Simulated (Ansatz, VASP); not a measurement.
Zr3H: VASP beside Ansatz

```
Zr H
1.0
     4.25066    0.00000    0.00000
     0.00000    4.25066    0.00000
     0.00000    0.00000    4.25066
Zr H
3 1
Direct
  0.50000 0.00000 0.00000
  0.00000 0.50000 0.00000
  0.00000 0.00000 0.50000
  0.50000 0.50000 0.50000
```

Change from the starting cell: species swapped into the CaBi3 type (Pm-3m, No. 221).

Alike in both runs: task relaxation of cell and atoms; functional PBE; k mesh 12 × 12 × 12; occupations gaussian, width 0.1 eV; no spin polarisation.

|  | VASP | Ansatz |
| --- | --- | --- |
| version | VASP 6.6.1 | Ansatz 0.2.0 |
| potentials or method | VASP PAW PBE potentials, release 64 (Zr_sv, H), cutoff 600 eV | scalar-relativistic, plane waves, PAW |
| valence electrons in the cell | 37 | 37 |

Ansatz gave:

```
gap on the k mesh at the Fermi level, each at its own relaxed structure (eV) : none
relaxed volume (Å³/atom)                                                     : 19.09
relaxed length of the cell vector where the two differ most in proportion (Å)              : 4.242
```

Task: Which values does VASP return?

Result: gap on the k mesh at the Fermi level, each at its own relaxed structure (eV): none; relaxed volume (Å³/atom): 19.10; relaxed length of the cell vector where the two differ most in proportion (Å): 4.243.

A gap of «none» marks a metal or a gap that the smearing closes.
